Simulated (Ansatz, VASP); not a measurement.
# KBr in VASP and in Ansatz

```
K Br
1.0
     0.00000    3.27453    3.27453
     3.27453    0.00000    3.27453
     3.27453    3.27453    0.00000
K Br
1 1
Cartesian
  0.0000 0.0000 0.0000
  3.2745 3.2745 3.2745
```

Alike in both runs: task single point; functional PBEsol; k mesh 6 × 6 × 6; non-collinear spin, spin-orbit coupling.

|  | VASP | Ansatz |
| --- | --- | --- |
| version | VASP 6.6.1 | Ansatz 0.2.0 |
| potentials or method | VASP PAW PBE potentials, release 64 (K_sv, Br) | PAW with Ansatz's default frozen-core files, fully relativistic files with spin-orbit coupling |
| plane-wave cutoff (eV) | 520 | 420 |
| occupations | gaussian, width 0.01 eV | fixed |
| valence electrons in the cell | 16 | 16 |

VASP gave:

| Property | Result |
| --- | --- |
| pressure (GPa) | 0.1 |

Q: Which values does Ansatz return?

A: Pressure (GPa): 0.0.

VASP's potentials were made for PBE, not for PBEsol.
